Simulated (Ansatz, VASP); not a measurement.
## Two plane-wave programs on Bi

INCAR

```
SYSTEM = Bi
PREC = Accurate ; ENCUT = 520
EDIFF = 1E-6 ; ISMEAR = 0
SIGMA = 0.05 ; LREAL = .FALSE.
LASPH = .TRUE. ; NELM = 80
ALGO = Fast ; ISIF = 2
LWAVE = .FALSE. ; LCHARG = .FALSE.
GGA = PE ; NBANDS = 14
```

Contents of KPOINTS:

```
regular mesh
0
G
  6 6 6
  0 0 0
```

File POSCAR:

```
Bi
1.0
   -1.9929197537      1.9929197537      1.9929197537
    1.9929197537     -1.9929197537      1.9929197537
    1.9929197537      1.9929197537     -1.9929197537
Bi
1
Direct
    0.0000000000      0.0000000000      0.0000000000
```

Input for Ansatz:

```yaml
crystal:
  lattice:
    - [-1.9929197537, 1.9929197537, 1.9929197537]
    - [1.9929197537, -1.9929197537, 1.9929197537]
    - [1.9929197537, 1.9929197537, -1.9929197537]
  atoms:
    - { symbol: Bi, position: [0.0, 0.0, 0.0] }
basis:
  ecutwfc: 600
  ecutrho_ratio: 5
kpoints:
  mp_grid: { grid: [6, 6, 6] }
hamiltonian:
  xc: pbe
scf:
  occupations: { method: gaussian, width: 0.05 }
output:
  forces: true
  stress: true
  eigenvalues: true
```

Alike in both runs: task single point; functional PBE; k mesh 6 × 6 × 6; occupations gaussian, width 0.05 eV; no spin polarisation.

|  | VASP | Ansatz |
| --- | --- | --- |
| version | VASP 6.6.1 | Ansatz 0.2.0 |
| potentials or method | VASP PAW PBE potentials, release 64 (Bi_d), cutoff 520 eV | scalar-relativistic, plane waves, PAW |
| valence electrons in the cell | 15 | 15 |

Ansatz gave:

```
gap on the k mesh at the Fermi level (eV) : none
pressure (GPa)                            : 0.1
```

**Question.** What did VASP give for the same quantities?

**Answer.** gap on the k mesh at the Fermi level (eV): none; pressure (GPa): 0.0.

A gap of «none» marks a metal or a gap that the smearing closes.

The k mesh is coarse, so the values compare programs but aren't converged. Neither program's run includes spin-orbit coupling.
